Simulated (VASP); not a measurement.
## AlN: single point with PBEsol-based screened hybrid

AlN:

```
Al N
1.0
     0.00000    2.18399    2.18399
     2.18399    0.00000    2.18399
     2.18399    2.18399    0.00000
Al N
1 1
Direct
  0.00000 0.00000 0.00000
  0.25000 0.25000 0.25000
```

```json
{
  "Program": "VASP 6.6.1",
  "Task": "single point",
  "Functional": "PBEsol-based screened hybrid",
  "Potentials or basis": "VASP PAW PBE potentials, release 64 (Al, N)",
  "Cutoff": "520 eV",
  "k mesh": "5 × 5 × 5",
  "Occupations": "fermi-dirac, width 0.05 eV",
  "Spin": "no spin polarisation",
  "Dipole correction": "no",
  "Grid for exact exchange (PRECFOCK)": "Normal",
  "Share of exact exchange": "0.25",
  "Further INCAR settings": "ALGO = Normal; EDIFF = 1e-06; NBANDS = 11",
  "Screening parameter": "0.207 1/Å"
}
```

| Property | Result |
| --- | --- |
| Pressure | -2.7 GPa |
| Band gap on the k mesh | 5.09 eV, indirect (least direct gap 5.52 eV) |

Levels at points of the mesh, in eV from the valence-band top:
```
           k point  band 2  band 3  band 4  band 5  band 6  band 7
(0.00, 0.00, 0.00)    0.00    0.00    0.00    5.52   14.18   14.18
```

Wall time 120 s on 1 thread of Intel(R) Xeon(R) Platinum 8559C (Emerald Rapids), on a shared host, peak memory 0.23 GiB.

Caveat: the k points lie up to 0.50 Å⁻¹ apart; the PAW data sets were made with another functional, which shifts forces and pressure a little. A k mesh can miss the band edges.
